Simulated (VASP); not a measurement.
# BaTiO3 (R3m) in VASP: further runs, part 2 of 3

VASP 6.6.1. Earlier steps stand in the parts before.

## (4) Single point, r2SCAN (14.33 Å³/atom)

This run uses another cell than the first one, of 14.33 Å³/atom.

POSCAR

```
BaTiO3
1.0
    2.9209629870      1.6864187669      2.4244687237
   -2.9209629870      1.6864187669      2.4244687237
    0.0000000000     -3.3728375337      2.4244687237
Ba Ti O
1 1 3
Direct
    0.0100344993      0.0100344993      0.0100344993
    0.5267760257      0.5267760257      0.5267760257
    0.4870066525      0.4870066525      0.9678761698
    0.4870066525      0.9678761698      0.4870066525
    0.9678761698      0.4870066525      0.4870066525
```

INCAR.step1

```
PREC = Accurate ; ENCUT = 660
ISMEAR = 0 ; SIGMA = 0.02
LREAL = False ; LASPH = True
NELM = 120 ; NBANDS = 28
GGA = PE ; ALGO = Normal
EDIFF = 1E-5 ; LWAVE = True
LCHARG = False ; GGA_COMPAT = False
```

INCAR.step2

```
PREC = Accurate ; ENCUT = 660
EDIFF = 1E-6 ; ISMEAR = 0
SIGMA = 0.02 ; LREAL = False
LASPH = True ; NELM = 120
ALGO = Normal ; ISIF = 2
LWAVE = False ; LCHARG = False
METAGGA = R2SCAN ; LMIXTAU = True
NBANDS = 28 ; ISTART = 1
GGA_COMPAT = False
```

KPOINTS

```
Automatic mesh
0
Gamma
  6 6 6
```

Potentials or basis: VASP PAW PBE potentials, release 64 (Ba_sv, Ti_sv, O).

Command:

```bash
cat potpaw_PBE.64/Ba_sv/POTCAR potpaw_PBE.64/Ti_sv/POTCAR potpaw_PBE.64/O/POTCAR > POTCAR
cp INCAR.step1 INCAR
mpirun -np 1 vasp_std > vasp.out
cp INCAR.step2 INCAR
mpirun -np 1 vasp_std > vasp.out
```

OUTCAR:

```text
PREC = Accurate
   ENCUT = 660
   EDIFF = 1E-6
   ISMEAR = 0
   LREAL = False
   LASPH = True
   NELM = 120
   ISIF = 2
   METAGGA = R2SCAN
   ISTART = 1

 ion  position               nearest neighbor table
   1  0.010  0.010  0.010-   4 2.82   5 2.82   3 2.82   3 2.93   3 2.93   4 2.93   5 2.93   5 2.93
                             4 2.93   5 3.10   4 3.10   3 3.10   2 3.51   2 3.54   2 3.54   2 3.54
   2  0.527  0.527  0.527-   4 1.84   5 1.84   3 1.84   3 2.34   4 2.34   5 2.34   1 3.51   1 3.54
                             1 3.54   1 3.54   1 3.63   1 3.63   1 3.63   1 3.76
   3  0.487  0.487  0.968-   2 1.84   2 2.34   1 2.82   1 2.93   1 2.93   1 3.10
   4  0.487  0.968  0.487-   2 1.84   2 2.34   1 2.82   1 2.93   1 2.93   1 3.10
   5  0.968  0.487  0.487-   2 1.84   2 2.34   1 2.82   1 2.93   1 2.93   1 3.10

  LATTYP: Found a trigonal (rhomboedric) cell.
 ALAT       =     4.1538032718
 COS(alpha) =     0.0110137463

  Lattice vectors:

 A1 = (   2.9209629870,   1.6864187669,   2.4244687237)
 A2 = (  -2.9209629870,   1.6864187669,   2.4244687237)
 A3 = (   0.0000000000,  -3.3728375337,   2.4244687237)

Analysis of symmetry for initial positions (statically):
=====================================================================
 Subroutine PRICEL returns:
 Original cell was already a primitive cell.

 Routine SETGRP: Setting up the symmetry group for a
 trigonal (rhombohedral) supercell.

 Subroutine GETGRP returns: Found  6 space group operations
 (whereof  6 operations were pure point group operations)
 out of a pool of 12 trial point group operations.

The static configuration has the point symmetry C_3v.

Analysis of symmetry for dynamics (positions and initial velocities):
=====================================================================
 Subroutine PRICEL returns:
 Original cell was already a primitive cell.

 Routine SETGRP: Setting up the symmetry group for a
 trigonal (rhombohedral) supercell.

 Subroutine GETGRP returns: Found  6 space group operations
 (whereof  6 operations were pure point group operations)
 out of a pool of 12 trial point group operations.

The dynamic configuration has the point symmetry C_3v.

 Subroutine INISYM returns: Found  6 space group operations
 (whereof  6 operations are pure point group operations),
 and found     1 'primitive' translations

----------------------------------------------------------------------------------------

                                     Primitive cell

  volume of cell :      71.6571

  direct lattice vectors                    reciprocal lattice vectors
     2.920962987  1.686418767  2.424468724     0.171176424  0.098828755  0.137487166
    -2.920962987  1.686418767  2.424468724    -0.171176424  0.098828755  0.137487166
     0.000000000 -3.372837534  2.424468724     0.000000000 -0.197657509  0.137487166

  length of vectors
     4.153803272  4.153803272  4.153803272     0.240772116  0.240772116  0.240772116

  position of ions in fractional coordinates (direct lattice)
     0.010034499  0.010034499  0.010034499
     0.526776026  0.526776026  0.526776026
     0.487006652  0.487006652  0.967876170
     0.487006652  0.967876170  0.487006652
     0.967876170  0.487006652  0.487006652

  ion indices of the primitive-cell ions
   primitive index   ion index
                 1           1
[... 24 lines left out ...]
     0.000000000  0.000000000  0.000000000

 Subroutine IBZKPT returns following result:
 ===========================================

 Found     32 irreducible k-points:

 Following reciprocal coordinates:
            Coordinates               Weight
  0.000000  0.000000  0.000000      1.000000
  0.166667  0.000000  0.000000      6.000000
  0.333333 -0.000000  0.000000      6.000000
  0.500000  0.000000  0.000000      3.000000
  0.166667  0.166667  0.000000      6.000000
  0.333333  0.166667  0.000000     12.000000
[... 16 lines left out ...]
  0.500000  0.500000  0.166667      6.000000
 -0.333333  0.500000  0.166667     12.000000
 [... further k-points ...]
   k-points           NKPTS =     32   k-points in BZ     NKDIM =     32   number of bands    NBANDS=     28
   number of dos      NEDOS =    301   number of ions     NIONS =      5
   total plane-waves  NPLWV =  46656
   dimension x,y,z NGX =    36 NGY =   36 NGZ =   36
   dimension x,y,z NGXF=    72 NGYF=   72 NGZF=   72
   ions per type =               1   1   3
   NGX,Y,Z   is equivalent  to a cutoff of  14.41, 14.41, 14.41 a.u.
   NGXF,Y,Z  is equivalent  to a cutoff of  28.82, 28.82, 28.82 a.u.
 SYSTEM =  unknown system
   PREC   = accura    normal or accurate (medium, high low for compatibility)
   ISTART =      1    job   : 0-new  1-cont  2-samecut
   ICHARG =      0    charge: 1-file 2-atom 10-const
   ISPIN  =      1    spin polarized calculation?
   LNONCOLLINEAR =      F non collinear calculations
   LSORBIT =      F    spin-orbit coupling
   LASPH  =      T    aspherical Exc in radial PAW
   ENCUT  =  660.0 eV  48.51 Ry    6.96 a.u.   8.70  8.70  8.70*2*pi/ulx,y,z
   NELM   =    120;   NELMIN=  2; NELMDL=  0     # of ELM steps
   EDIFF  = 0.1E-05   stopping-criterion for ELM
   LREAL  =      F    real-space projection
   EDIFFG = 0.1E-04   stopping-criterion for IOM
   NSW    =      0    number of steps for IOM
   IBRION =     -1    ionic relax: 0-MD 1-quasi-New 2-CG
   NFREE  =      0    steps in history (QN), initial steepest desc. (CG)
   ISIF   =      2    stress and relaxation
   ISYM   =      2    0-nonsym 1-usesym 2-fastsym
   POTIM  = 0.5000    time-step for ionic-motion
   TEBEG  =    0.0;   TEEND  =   0.0 temperature during run
   PSTRESS=    0.0 pullay stress
   NELECT =      40.0000    total number of electrons
   NUPDOWN=      -1.0000    fix difference up-down
   EMIN   =  10.00;   EMAX   =-10.00  energy-range for DOS
   EFERMI =   0.00;   METHOD = LEGACY
   ISMEAR =     0;   SIGMA  =   0.02  broadening in eV -4-tet -1-fermi 0-gaus
   EFERMI_NEDOS =   21; number of points for ismear=-14 and -15
   IALGO  =     38    algorithm
   IMIX   =      4    mixing-type and parameters
     AMIX     =   0.40;   BMIX     =  1.00
     AMIX_MAG =   1.60;   BMIX_MAG =  1.00
  volume/ion in A,a.u.               =      14.33        96.71
  Fermi-wavevector in a.u.,A,eV,Ry     =   1.347954  2.547264 24.721512  1.816980
  Thomas-Fermi vector in A             =   2.475662
   LORBIT       =      0    0 simple, 1 ext, 2 COOP (PROOUT), +10 PAW based schemes
   METAGGA = R2SCAN    functional components
   LHFCALC =     F    Hartree Fock is set to
   AEXX    =    0.0000 exact exchange contribution
   IVDW    =     0    specifies the selected vdW correction
   LEPSILON=     F    determine dielectric tensor
   LRPA    =     F    only Hartree local field effects (RPA)
 non-spin polarized calculation
 Gauss-broadening in eV      SIGMA  =   0.02
  energy-cutoff  :      660.00
  volume of cell :       71.66
 maximum number of plane-waves:      2800
   NGX = 17   NGY = 17   NGZ = 17

 number of electron      40.0000002 magnetization

 Free energy of the ion-electron system (eV)
  ---------------------------------------------------
  ext. energy  EPLUGINS =         0.00000000
  ---------------------------------------------------
  free energy    TOTEN  =       -74.14171132 eV

  energy without entropy =      -74.14171132  energy(sigma->0) =      -74.14171132

 E-fermi :   2.7086     XC(G=0): -11.2392

 val. band max:        2.5676979170   @ k =   0.5000   0.5000   0.5000
 cond. band min:       5.9017115378   @ k =  -0.1667   0.1667   0.0000
 fundamental gap:      3.3340136208
 Fermi energy:         2.7086278181

 k-point     1 :       0.0000    0.0000    0.0000
  band No.  band energies     occupation
      1     -55.8007      2.00000
      2     -31.0243      2.00000
      3     -31.0181      2.00000
      4     -31.0181      2.00000
      5     -23.1755      2.00000
      6     -14.8943      2.00000
[... 733 lines left out ...]
     27      10.7918      0.00000
     28      11.2813      0.00000

 [... further k-points ...]
[... 5 lines left out ...]
  --------------------------------------------------------------------------------------
  -------------------------------------------------------------------------------------
  Total       -2.9191795     -2.9191795     -3.0314529     -0.0000000     -0.0000000      0.0000000
  in kB      -65.2697676    -65.2697676    -67.7800828     -0.0000000     -0.0000000      0.0000000
  external PRESSURE =     -66.1065394 kB  Pullay stress =       0.0000000 kB

 VOLUME and BASIS-vectors are now :
 -----------------------------------------------------------------------------
  energy-cutoff  :      660.00
  volume of cell :       71.66
      direct lattice vectors                 reciprocal lattice vectors
     2.920962987  1.686418767  2.424468724     0.171176424  0.098828755  0.137487166
    -2.920962987  1.686418767  2.424468724    -0.171176424  0.098828755  0.137487166
     0.000000000 -3.372837534  2.424468724     0.000000000 -0.197657509  0.137487166

 POSITION                                       TOTAL-FORCE (eV/Angst)
 -----------------------------------------------------------------------------------
      0.00000      0.00000      0.07298         0.000000     -0.000000     -0.046772
      0.00000      0.00000      3.83146         0.000000     -0.000000     -0.223088
      0.00000     -1.62189      4.70805         0.000000     -0.099458      0.089953
     -1.40460      0.81095      4.70805        -0.086133      0.049729      0.089953
      1.40460      0.81095      4.70805         0.086133      0.049729      0.089953
 -----------------------------------------------------------------------------------
    total drift:                               -0.000000      0.000000     -0.003523

  FREE ENERGIE OF THE ION-ELECTRON SYSTEM (eV)
  ---------------------------------------------------
  free  energy   TOTEN  =       -74.1417113154 eV

  energy  without entropy=      -74.1417113154  energy(sigma->0) =      -74.14171132
```

Wall time 6.2 min (1 thread of Intel Xeon Platinum 8375C at 2.90GHz (Ice Lake), shared host); peak memory 0.28 GiB.

Results:

```
Free energy            : -74.1417 eV
Pressure               : -6.6 GPa
Largest force          : 0.223 eV/Å
Band gap on the k mesh : 3.33 eV (least direct gap 3.94 eV)
```

Forces in eV/Å, atoms in the order of the input:
```
Ba   0.000  0.000 -0.047
Ti   0.000  0.000 -0.223
O    0.000 -0.099  0.090
O   -0.086  0.050  0.090
O    0.086  0.050  0.090
```

Levels at points of the mesh, in eV from the valence-band top:
| k point | band 16 | band 17 | band 18 | band 19 | band 20 | band 21 | band 22 | band 23 | band 24 | band 25 |
| --- | --- | --- | --- | --- | --- | --- | --- | --- | --- | --- |
| (0.00, 0.00, 0.00) | -1.47 | -0.93 | -0.88 | -0.79 | -0.79 | 3.42 | 3.42 | 3.61 | 5.03 | 5.03 |
| (0.50, 0.00, 0.00) | -1.98 | -1.53 | -1.36 | -1.20 | -0.97 | 3.53 | 4.16 | 4.39 | 4.99 | 6.10 |
| (0.50, 0.50, 0.00) | -2.43 | -1.55 | -0.95 | -0.81 | -0.09 | 4.23 | 4.33 | 4.58 | 5.19 | 7.58 |
| (0.50, 0.50, 0.50) | -2.39 | -2.29 | -0.06 | -0.06 | 0.00 | 4.42 | 4.79 | 4.79 | 6.68 | 6.68 |

Caveat: the cell stands under tension; the PAW data sets were made with another functional, which shifts forces and pressure a little; spin-orbit coupling is left out, which moves the levels of the heavy elements.

(Continued in part 3 of 3.)
